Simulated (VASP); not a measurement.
# WC (P3m1) in VASP: notebook

The runs below take WC through single point, with PBE.

Program: VASP 6.6.1. These are calculated values, not measurements. Logs are shortened: lines on timing, memory, paths and dates and some standing lists are left out, and cuts for length are marked.

### Step 1. The cell of the first run

The structure is trigonal, space group P3m1 (No. 156). The conventional cell has a = 2.922 Å, b = 2.922 Å, c = 2.847 Å, α = 90.00°, β = 90.00°, γ = 120.00°. Within 2.7 Å of W (site symmetry 3m) lie 6 C at 2.02 to 2.43 Å. C (site symmetry 3m) has 6 W at 2.02 to 2.43 Å within 2.7 Å.

### Step 2. Single point, PBE (mode 4 (566.4 1/cm) frozen in, largest displacement -0.300 Å)

The input, INCAR:

```
SYSTEM = WC
PREC = Accurate
ENCUT = 520
EDIFF = 1E-6
ISMEAR = 0
SIGMA = 0.15
LREAL = .False.
LASPH = .True.
NELM = 80
ALGO = Normal
ISIF = 2
LWAVE = .False.
LCHARG = .False.
GGA = PE
NBANDS = 16
```

The input, KPOINTS:

```
regular mesh
0
Gamma
  24 24 22
  0 0 0
```

The input, POSCAR:

```
WC
1.0
    2.9217716515      0.0000000000      0.0000000000
   -1.4608858258      2.5303284743      0.0000000000
    0.0000000000      0.0000000000      2.8470758817
W C
1 1
Direct
    0.0000000000      0.0000000000      0.0068843251
    0.6666666667      0.3333333333      0.3946287305
```

Potentials or basis: VASP PAW PBE potentials, release 64 (W_sv, C).

Launch:

```console
> cat potpaw_PBE.64/W_sv/POTCAR potpaw_PBE.64/C/POTCAR > POTCAR
> mpirun -np 1 vasp_std > vasp.out
```

OUTCAR:

```text
SYSTEM = WC
   PREC = Accurate
   ENCUT = 520
   EDIFF = 1E-6
   ISMEAR = 0
   LREAL = .False.
   LASPH = .True.
   NELM = 80
   ISIF = 2
   GGA = PE

 ion  position               nearest neighbor table
   1  0.000  0.000  0.007-   2 2.02   2 2.02   2 2.02   2 2.43   2 2.43   2 2.43
   2  0.667  0.333  0.395-   1 2.02   1 2.02   1 2.02   1 2.43   1 2.43   1 2.43

  LATTYP: Found a hexagonal cell.
 ALAT       =     2.9217716515
 C/A-ratio  =     0.9744347681

  Lattice vectors:

 A1 = (   2.9217716515,   0.0000000000,   0.0000000000)
 A2 = (  -1.4608858258,   2.5303284743,   0.0000000000)
 A3 = (   0.0000000000,   0.0000000000,   2.8470758817)

Analysis of symmetry for initial positions (statically):
=====================================================================
 Subroutine PRICEL returns:
 Original cell was already a primitive cell.

 Routine SETGRP: Setting up the symmetry group for a
 hexagonal supercell.

 Subroutine GETGRP returns: Found  6 space group operations
 (whereof  6 operations were pure point group operations)
 out of a pool of 24 trial point group operations.

The static configuration has the point symmetry C_3v.

Analysis of symmetry for dynamics (positions and initial velocities):
=====================================================================
 Subroutine PRICEL returns:
 Original cell was already a primitive cell.

 Routine SETGRP: Setting up the symmetry group for a
 hexagonal supercell.

 Subroutine GETGRP returns: Found  6 space group operations
 (whereof  6 operations were pure point group operations)
 out of a pool of 24 trial point group operations.

The dynamic configuration has the point symmetry C_3v.

 Subroutine INISYM returns: Found  6 space group operations
 (whereof  6 operations are pure point group operations),
 and found     1 'primitive' translations

----------------------------------------------------------------------------------------

                                     Primitive cell

  volume of cell :      21.0486

  direct lattice vectors                    reciprocal lattice vectors
     2.921771651  0.000000000  0.000000000     0.342258095  0.197602803  0.000000000
    -1.460885826  2.530328474  0.000000000     0.000000000  0.395205607  0.000000000
     0.000000000  0.000000000  2.847075882     0.000000000  0.000000000  0.351237565

  length of vectors
     2.921771651  2.921771652  2.847075882     0.395205607  0.395205607  0.351237565

  position of ions in fractional coordinates (direct lattice)
     0.000000000  0.000000000  0.006884325
     0.666666667  0.333333333  0.394628731

  ion indices of the primitive-cell ions
   primitive index   ion index
                 1           1
                 2           2

----------------------------------------------------------------------------------------

 KPOINTS: regular mesh

Automatic generation of k-mesh.
 Grid dimensions read from file:
 generate k-points for:   24   24   22

 Generating k-lattice:

  Cartesian coordinates                     Fractional coordinates (reciprocal lattice)
     0.014260754  0.008233450  0.000000000     0.041666667 -0.000000000  0.000000000
     0.000000000  0.016466900  0.000000000     0.000000000  0.041666667  0.000000000
     0.000000000  0.000000000  0.015965344     0.000000000  0.000000000  0.045454545

  Length of vectors
     0.016466900  0.016466900  0.015965344

  Shift w.r.t. Gamma in fractional coordinates (k-lattice)
     0.000000000  0.000000000  0.000000000

 Subroutine IBZKPT returns following result:
 ===========================================

 Found   1212 irreducible k-points:

 Following reciprocal coordinates:
            Coordinates               Weight
  0.000000  0.000000  0.000000      1.000000
  0.041667 -0.000000  0.000000      6.000000
  0.083333  0.000000  0.000000      6.000000
  0.125000  0.000000  0.000000      6.000000
  0.166667  0.000000  0.000000      6.000000
  0.208333  0.000000  0.000000      6.000000
[... 16 lines left out ...]
  0.416667  0.041667  0.000000     12.000000
  0.458333  0.041667  0.000000     12.000000
 [... further k-points ...]
   k-points           NKPTS =   1212   k-points in BZ     NKDIM =   1212   number of bands    NBANDS=     16
   number of dos      NEDOS =    301   number of ions     NIONS =      2
   total plane-waves  NPLWV =  13824
   dimension x,y,z NGX =    24 NGY =   24 NGZ =   24
   dimension x,y,z NGXF=    48 NGYF=   48 NGZF=   48
   ions per type =               1   1
   NGX,Y,Z   is equivalent  to a cutoff of  13.66, 13.66, 14.01 a.u.
   NGXF,Y,Z  is equivalent  to a cutoff of  27.31, 27.31, 28.03 a.u.
 SYSTEM =  WC
   PREC   = accura    normal or accurate (medium, high low for compatibility)
   ISTART =      0    job   : 0-new  1-cont  2-samecut
   ICHARG =      2    charge: 1-file 2-atom 10-const
   ISPIN  =      1    spin polarized calculation?
   LNONCOLLINEAR =      F non collinear calculations
   LSORBIT =      F    spin-orbit coupling
   LASPH  =      T    aspherical Exc in radial PAW
   ENCUT  =  520.0 eV  38.22 Ry    6.18 a.u.   5.43  5.43  5.29*2*pi/ulx,y,z
   NELM   =     80;   NELMIN=  2; NELMDL= -5     # of ELM steps
   EDIFF  = 0.1E-05   stopping-criterion for ELM
   LREAL  =      F    real-space projection
   EDIFFG = 0.1E-04   stopping-criterion for IOM
   NSW    =      0    number of steps for IOM
   IBRION =     -1    ionic relax: 0-MD 1-quasi-New 2-CG
   NFREE  =      0    steps in history (QN), initial steepest desc. (CG)
   ISIF   =      2    stress and relaxation
   ISYM   =      2    0-nonsym 1-usesym 2-fastsym
   POTIM  = 0.5000    time-step for ionic-motion
   TEBEG  =    0.0;   TEEND  =   0.0 temperature during run
   PSTRESS=    0.0 pullay stress
   NELECT =      18.0000    total number of electrons
   NUPDOWN=      -1.0000    fix difference up-down
   EMIN   =  10.00;   EMAX   =-10.00  energy-range for DOS
   EFERMI =   0.00;   METHOD = LEGACY
   ISMEAR =     0;   SIGMA  =   0.15  broadening in eV -4-tet -1-fermi 0-gaus
   EFERMI_NEDOS =   21; number of points for ismear=-14 and -15
   IALGO  =     38    algorithm
   IMIX   =      4    mixing-type and parameters
     AMIX     =   0.40;   BMIX     =  1.00
     AMIX_MAG =   1.60;   BMIX_MAG =  1.00
  volume/ion in A,a.u.               =      10.52        71.02
  Fermi-wavevector in a.u.,A,eV,Ry     =   1.553907  2.936458 32.852980  2.414626
  Thomas-Fermi vector in A             =   2.658070
   LORBIT       =      0    0 simple, 1 ext, 2 COOP (PROOUT), +10 PAW based schemes
   GGA     = PE    functional components
   LHFCALC =     F    Hartree Fock is set to
   AEXX    =    0.0000 exact exchange contribution
   IVDW    =     0    specifies the selected vdW correction
   LEPSILON=     F    determine dielectric tensor
   LRPA    =     F    only Hartree local field effects (RPA)
 non-spin polarized calculation
 Gauss-broadening in eV      SIGMA  =   0.15
  energy-cutoff  :      520.00
  volume of cell :       21.05
 maximum number of plane-waves:       587
 NGX is ok and might be reduce to    24
   NGX = 11   NGY = 11   NGZ = 11

 number of electron      18.0000001 magnetization

 Free energy of the ion-electron system (eV)
  ---------------------------------------------------
  ext. energy  EPLUGINS =         0.00000000
  ---------------------------------------------------
  free energy    TOTEN  =       -21.70166701 eV

  energy without entropy =      -21.69802841  energy(sigma->0) =      -21.69984771

 E-fermi :  11.1305     XC(G=0): -13.6599

 val. band max:       11.1287221510   @ k =   0.4583   0.0417   0.5000
 cond. band min:      11.1338496178   @ k =  -0.0417   0.1250   0.1364
 fundamental gap:      0.0051274669
 Fermi energy:        11.1304524268

 k-point     1 :       0.0000    0.0000    0.0000
  band No.  band energies     occupation
      1     -62.9931      2.00000
      2     -27.0034      2.00000
      3     -26.9546      2.00000
      4     -26.9546      2.00000
      5      -3.4396      2.00000
      6       5.7128      2.00000
[... 8 lines left out ...]
     15      23.0452      0.00000
     16      27.6883      0.00000

 k-point     2 :       0.0417   -0.0000    0.0000
  band No.  band energies     occupation
      1     -62.9922      2.00000
      2     -27.0026      2.00000
      3     -26.9683      2.00000
      4     -26.9579      2.00000
      5      -3.3936      2.00000
      6       5.7232      2.00000
[... 8 lines left out ...]
     15      23.0962      0.00000
     16      27.7092      0.00000

 k-point     3 :       0.0833    0.0000    0.0000
  band No.  band energies     occupation
      1     -62.9894      2.00000
      2     -27.0178      2.00000
      3     -26.9907      2.00000
      4     -26.9676      2.00000
      5      -3.2577      2.00000
      6       5.7297      2.00000
[... 8 lines left out ...]
     15      23.2418      0.00000
     16      27.7577      0.00000

 k-point     4 :       0.1250    0.0000    0.0000
  band No.  band energies     occupation
      1     -62.9849      2.00000
      2     -27.0822      2.00000
      3     -26.9854      2.00000
      4     -26.9829      2.00000
      5      -3.0389      2.00000
      6       5.6561      2.00000
[... 8 lines left out ...]
     15      23.4666      0.00000
     16      27.8108      0.00000
[... 324 lines left out ...]
 k-point    22 :       0.3750    0.0417    0.0000
  band No.  band energies     occupation
      1     -62.9423      2.00000
      2     -27.6839      2.00000
      3     -27.1339      2.00000
      4     -26.9075      2.00000
      5      -0.7040      2.00000
      6       4.0873      2.00000
[... 8 lines left out ...]
     15      25.4728      0.00000
     16      26.3880      0.00000

 k-point    23 :       0.4167    0.0417    0.0000
  band No.  band energies     occupation
      1     -62.9386      2.00000
      2     -27.7332      2.00000
      3     -27.1466      2.00000
      4     -26.9007      2.00000
      5      -0.4748      2.00000
      6       4.0255      2.00000
[... 8 lines left out ...]
     15      24.8874      0.00000
     16      26.6937      0.00000

 k-point    24 :       0.4583    0.0417    0.0000
  band No.  band energies     occupation
      1     -62.9367      2.00000
      2     -27.7586      2.00000
      3     -27.1531      2.00000
      4     -26.8972      2.00000
      5      -0.3541      2.00000
      6       4.0049      2.00000
[... 8 lines left out ...]
     15      24.4808      0.00000
     16      26.9392      0.00000

 [... further k-points ...]
[... 5 lines left out ...]
  --------------------------------------------------------------------------------------
  -------------------------------------------------------------------------------------
  Total        2.9614900      2.9614900      3.0801664     -0.0000000      0.0000000      0.0000000
  in kB      225.4232143    225.4232143    234.4566420     -0.0000000      0.0000000      0.0000000
  external PRESSURE =     228.4343569 kB  Pullay stress =       0.0000000 kB

 VOLUME and BASIS-vectors are now :
 -----------------------------------------------------------------------------
  energy-cutoff  :      520.00
  volume of cell :       21.05
      direct lattice vectors                 reciprocal lattice vectors
     2.921771651  0.000000000  0.000000000     0.342258095  0.197602803  0.000000000
    -1.460885826  2.530328474  0.000000000     0.000000000  0.395205607  0.000000000
     0.000000000  0.000000000  2.847075882     0.000000000  0.000000000  0.351237565

 POSITION                                       TOTAL-FORCE (eV/Angst)
 -----------------------------------------------------------------------------------
      0.00000      0.00000      0.01960        -0.000000     -0.000000     -4.987820
      1.46089      0.84344      1.12354         0.000000      0.000000      4.987820
 -----------------------------------------------------------------------------------
    total drift:                               -0.000000     -0.000000      0.000594

  FREE ENERGIE OF THE ION-ELECTRON SYSTEM (eV)
  ---------------------------------------------------
  free  energy   TOTEN  =       -21.7016670064 eV

  energy  without entropy=      -21.6980284111  energy(sigma->0) =      -21.69984771
```

It took 12 min on 1 thread of AMD EPYC 7R13, shared host; peak memory 0.46 GiB.

What came out:

```
Free energy            : -21.7017 eV
Pressure               : 22.8 GPa
Largest force          : 4.988 eV/Å
Band gap on the k mesh : zero (band 9 reaches 12.60 eV, above the bottom of band 10 at 10.71 eV)
```

Forces in eV/Å, atoms in the order of the input:
```
W    0.000  0.000 -4.988
C    0.000  0.000  4.988
```

Levels at points of the mesh, in eV from the Fermi level:
```csv
k point,band 5,band 6,band 7,band 8,band 9,band 10,band 11,band 12,band 13,band 14
"(0.00, 0.00, 0.00)",-14.57,-5.42,-4.16,-4.16,1.47,2.54,2.54,5.93,6.56,6.56
"(0.50, 0.00, 0.00)",-11.49,-7.14,-4.25,-2.65,-1.71,2.99,4.12,4.36,4.48,11.08
"(0.00, 0.00, 0.50)",-11.21,-8.41,-3.32,-3.32,-0.42,-0.42,4.15,5.07,5.07,8.71
"(0.50, 0.00, 0.50)",-11.49,-7.10,-4.62,-4.00,0.11,3.86,4.98,5.91,8.54,9.58
```

Caveat: the cell differs from its parent crystal (mode 4 (566.4 1/cm) frozen in, largest displacement -0.300 Å); spin-orbit coupling is left out, which moves the levels of the heavy elements; forces of over 1 eV/Å act on the atoms, so gaps and moduli don't describe the material at rest.

(Part 1 of 2 ends here.)
